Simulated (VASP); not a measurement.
# Sb (R-3m) in VASP: further runs, part 2 of 2

VASP 6.6.1. The steps go on from the part before.

## Step 5: Single point, PBE (shortest bond scaled by 0.58)

INCAR reads:

```
PREC     = Accurate       # precision mode
ENCUT    = 520            # plane-wave cutoff, eV
EDIFF    = 1E-6           # SCF threshold, eV
ISMEAR   = -1             # smearing method
SIGMA    = 0.05           # smearing width, eV
LREAL    = F              # projectors in reciprocal space
LASPH    = T              # aspherical terms in the spheres
NELM     = 100            # most SCF steps
ALGO     = Normal         # electronic algorithm
ISIF     = 2              # what is computed and relaxed
LWAVE    = F              # write WAVECAR
LCHARG   = T              # write CHGCAR
GGA      = PE             # functional
LELF     = T              # ELF
LVHAR    = T            
NBANDS   = 12             # bands
```

KPOINTS reads:

```
regular mesh
0
Gamma
  8 8 8
```

POSCAR reads:

```
Sb
1.0
    0.0000000000      3.2710663102      3.2710663102
    3.2710663102      0.0000000000      3.2710663102
    3.2710663102      3.2710663102      0.0000000000
Sb
2
Direct
   -0.2825000000     -0.0725000000     -0.0725000000
    0.2825000000      0.0725000000      0.0725000000
```

Potentials or basis: VASP PAW PBE potentials, release 64 (Sb).

Command:

```bash
$ cat potpaw_PBE.64/Sb/POTCAR > POTCAR
$ mpirun -np 1 vasp_std > vasp.out
```

OUTCAR:

```text
PREC = Accurate
   ENCUT = 520
   EDIFF = 1E-6
   ISMEAR = -1
   LREAL = F
   LASPH = T
   NELM = 100
   ISIF = 2
   GGA = PE

 ion  position               nearest neighbor table
   1  0.718  0.928  0.928-   2 1.64   2 3.42   2 3.42   2 3.42
   2  0.282  0.072  0.072-   1 1.64   1 3.42   1 3.42   1 3.42

 -----------------------------------------------------------------------------
[... 571 lines left out ...]

  FORCE on cell =-STRESS in cart. coord.  units (eV):
  Direction    XX          YY          ZZ          XY          YZ          ZX
  --------------------------------------------------------------------------------------
  -------------------------------------------------------------------------------------
  Total       43.5917212     43.5917212     43.5917212    -43.1029140     43.1029140    -43.1029140
  in kB      997.7381075    997.7381075    997.7381075   -986.5501666    986.5501666   -986.5501666
  external PRESSURE =     997.7381075 kB  Pullay stress =       0.0000000 kB

 VOLUME and BASIS-vectors are now :
 -----------------------------------------------------------------------------
  energy-cutoff  :      520.00
  volume of cell :       70.00
      direct lattice vectors                 reciprocal lattice vectors
     0.000000000  3.271066310  3.271066310    -0.152855354  0.152855354  0.152855354
     3.271066310  0.000000000  3.271066310     0.152855354 -0.152855354  0.152855354
     3.271066310  3.271066310  0.000000000     0.152855354  0.152855354 -0.152855354

 POSITION                                       TOTAL-FORCE (eV/Angst)
 -----------------------------------------------------------------------------------
      6.06783      5.38090      5.38090       -44.804484     44.804484     44.804484
      0.47430      1.16123      1.16123        44.804484    -44.804484    -44.804484
 -----------------------------------------------------------------------------------
    total drift:                               -0.000000     -0.000000     -0.000000

  FREE ENERGIE OF THE ION-ELECTRON SYSTEM (eV)
  ---------------------------------------------------
  free  energy   TOTEN  =        14.5311046010 eV

  energy  without entropy=       14.5371897210  energy(sigma->0) =       14.53414716
```

OSZICAR:

```text
N       E                     dE             d eps       ncg     rms          rms(c)
DAV:   1     0.630671930505E+02    0.63067E+02   -0.35350E+03  1560   0.646E+02
DAV:   2     0.166260069822E+02   -0.46441E+02   -0.44509E+02  1984   0.107E+02
DAV:   3     0.139893632805E+02   -0.26366E+01   -0.26184E+01  1972   0.291E+01
DAV:   4     0.139483593123E+02   -0.41004E-01   -0.40969E-01  1872   0.441E+00
DAV:   5     0.139472929687E+02   -0.10663E-02   -0.10663E-02  1896   0.728E-01    0.615E+00
DAV:   6     0.143589249721E+02    0.41163E+00   -0.18286E-01  1676   0.198E+00    0.405E+00
DAV:   7     0.145306631974E+02    0.17174E+00   -0.22256E-01  1732   0.214E+00    0.102E+00
DAV:   8     0.145310667806E+02    0.40358E-03   -0.18480E-02  1676   0.751E-01    0.925E-02
DAV:   9     0.145311924585E+02    0.12568E-03   -0.13161E-03  1908   0.222E-01    0.444E-02
DAV:  10     0.145311411280E+02   -0.51331E-04   -0.12441E-04  1796   0.666E-02    0.175E-02
DAV:  11     0.145311040840E+02   -0.37044E-04   -0.46269E-05  1696   0.403E-02    0.105E-02
DAV:  12     0.145311046010E+02    0.51703E-06   -0.27425E-06  1920   0.109E-02
   1 F= 0.14531105E+02 E0= 0.14534147E+02  d E =-.608512E-02
```

stdout:

```text
POSCAR found type information on POSCAR Sb
 POSCAR found :  1 types and       2 ions
 scaLAPACK will be used
 LDA part: xc-table for (Slater+PW92), standard interpolation
 -----------------------------------------------------------------------------
|                                                                             |
|           W    W    AA    RRRRR   N    N  II  N    N   GGGG   !!!           |
|           W    W   A  A   R    R  NN   N  II  NN   N  G    G  !!!           |
|           W    W  A    A  R    R  N N  N  II  N N  N  G       !!!           |
|           W WW W  AAAAAA  RRRRR   N  N N  II  N  N N  G  GGG   !            |
|           WW  WW  A    A  R   R   N   NN  II  N   NN  G    G                |
|           W    W  A    A  R    R  N    N  II  N    N   GGGG   !!!           |
|                                                                             |
|     The distance between some ions is very small. Please check the          |
|     nearest-neighbor list in the OUTCAR file.                               |
|     I HOPE YOU KNOW WHAT YOU ARE DOING!                                     |
|                                                                             |
 -----------------------------------------------------------------------------

 POSCAR, INCAR and KPOINTS ok, starting setup
 FFT: planning ... GRIDC
 FFT: planning ... GRID_SOFT
 FFT: planning ... GRID
 WAVECAR not read
 entering main loop
```

It took 43 s on 1 thread of Intel Xeon 6975P-C, shared host; peak memory 0.22 GiB.

What came out:

| Item | Value |
| --- | --- |
| Free energy | 14.5311 eV |
| Pressure | 99.8 GPa |
| Largest force | 77.604 eV/Å |
| Band gap on the k mesh | zero (band 5 reaches 6.83 eV, above the bottom of band 6 at 6.18 eV) |

Forces on the atoms (eV/Å):
```
Sb  -44.804  44.804  44.804
Sb   44.804 -44.804 -44.804
```

Levels at points of the mesh, in eV from the Fermi level:
| k point | band 2 | band 3 | band 4 | band 5 | band 6 | band 7 | band 8 | band 9 |
| --- | --- | --- | --- | --- | --- | --- | --- | --- |
| (0.00, 0.00, 0.00) | -4.29 | -3.84 | -3.84 | -3.67 | 0.71 | 0.71 | 3.32 | 4.35 |
| (0.50, 0.00, 0.00) | -8.75 | -4.75 | -4.75 | 0.25 | 2.50 | 2.50 | 3.85 | 5.31 |
| (0.00, 0.50, 0.00) | -7.24 | -4.48 | -3.87 | -3.15 | -0.25 | 3.39 | 4.28 | 4.35 |
| (0.50, 0.50, 0.00) | -7.80 | -5.35 | -4.57 | -2.82 | 0.51 | 4.24 | 4.39 | 6.41 |

Caveat: the cell differs from its parent crystal (shortest bond scaled by 0.58); spin-orbit coupling is left out, which moves the levels of the heavy elements; forces of over 1 eV/Å act on the atoms, so gaps and moduli don't describe the material at rest.
